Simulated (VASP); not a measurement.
Here is a VASP 6.6.1 calculation.

INCAR

```
PREC = Accurate ; ENCUT = 520
EDIFF = 1E-6 ; ISMEAR = 0
SIGMA = 0.1 ; LREAL = F
LASPH = T ; NELM = 80
ALGO = Fast ; ISIF = 2
LWAVE = F ; LCHARG = T
GGA = PE ; LELF = T
LVHAR = T ; NBANDS = 42
```

KPOINTS

```
regular mesh
0
Gamma
  8 8 8
```

POSCAR

```
RbCd2
1.0
    0.0000000000      4.6812119086      4.6812119086
    4.6812119086      0.0000000000      4.6812119086
    4.6812119086      4.6812119086      0.0000000000
Rb Cd
2 4
Direct
    0.0000000000      0.0000000000      0.0000000000
    0.2500000000      0.2500000000      0.2500000000
    0.6250000000      0.6250000000      0.6250000000
    0.1250000000      0.6250000000      0.6250000000
    0.6250000000      0.6250000000      0.1250000000
    0.6250000000      0.1250000000      0.6250000000
```

Potentials or basis: VASP PAW PBE potentials, release 64 (Rb_sv, Cd).

Command:

```console
$ cat potpaw_PBE.64/Rb_sv/POTCAR potpaw_PBE.64/Cd/POTCAR > POTCAR
$ mpirun -np 1 vasp_std > vasp.out
```

Estimate the pressure.

0.1 GPa.

What does it give for the band gap on the k mesh?

Zero (bands 33 and 34 overlap by 1.33 eV).
